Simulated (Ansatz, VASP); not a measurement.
## Two plane-wave programs on ZnO

Contents of INCAR:

```
ALGO = Normal
EDIFF = 1E-6
ENCUT = 520
GGA = PE
ISIF = 2
ISMEAR = -1
LASPH = True
LCHARG = False
LREAL = False
LWAVE = False
NBANDS = 26
NELM = 100
PREC = Accurate
SIGMA = 0.02
```

File KPOINTS:

```
k-points
0
Gamma
  12 12 6
```

The input POSCAR:

```
ZnO
1.0
    3.2353408669      0.0000000000      0.0000000000
   -1.6176704335      2.8018873806      0.0000000000
    0.0000000000      0.0000000000      5.2630613499
Zn O
2 2
Direct
    0.3333333333      0.6666666667     -0.0010332031
    0.6666666667      0.3333333333      0.4989667969
    0.3333333333      0.6666666667      0.3760332031
    0.6666666667      0.3333333333      0.8760332031
```

Input for Ansatz:

```yaml
crystal:
  lattice:
    - [3.2353408669, 0.0, 0.0]
    - [-1.6176704335, 2.8018873806, 0.0]
    - [0.0, 0.0, 5.2630613499]
  atoms:
    - { symbol: Zn, position: [0.3333333333, 0.6666666667, -0.0010332031] }
    - { symbol: Zn, position: [0.6666666667, 0.3333333333, 0.4989667969] }
    - { symbol: O, position: [0.3333333333, 0.6666666667, 0.3760332031] }
    - { symbol: O, position: [0.6666666667, 0.3333333333, 0.8760332031] }
kpoints:
  mp_grid: { grid: [12, 12, 6] }
  band_path:
    path:
      - [0.0, 0.0, 0.0]
      - [0.5, 0.0, 0.0]
      - [0.3333333333, 0.3333333333, 0.0]
      - [0.0, 0.0, 0.5]
      - [0.5, 0.0, 0.5]
      - [0.3333333333, 0.3333333333, 0.5]
    npoints: 1
hamiltonian:
  xc: pbe
scf:
  occupations: { method: fermi_dirac, width: 0.02 }
  n_extra_bands: 5
output:
  forces: true
  stress: true
  eigenvalues: true
```

Change from the starting cell: uniaxial_z strain +1.0%.

Alike in both runs: task single point; functional PBE; k mesh 12 × 12 × 6; occupations fermi-dirac, width 0.02 eV; no spin polarisation.

```csv
,VASP,Ansatz
version,VASP 6.6.1,Ansatz 0.2.0
potentials or method,"VASP PAW PBE potentials, release 64 (Zn, O)","plane waves, PAW"
plane-wave cutoff (eV),520,420
valence electrons in the cell,36,36
```

```tsv
	VASP	Ansatz	Ansatz less VASP
gap on the k mesh at the Fermi level (eV)	0.77	0.78	+0.015
pressure (GPa)	5.6	4.6	-1.09
traceless stress, the component that is largest in VASP (GPa)	-0.59	-0.57	+0.017
```

The functional is the same, so the differences come from potentials, cutoffs and numerics.
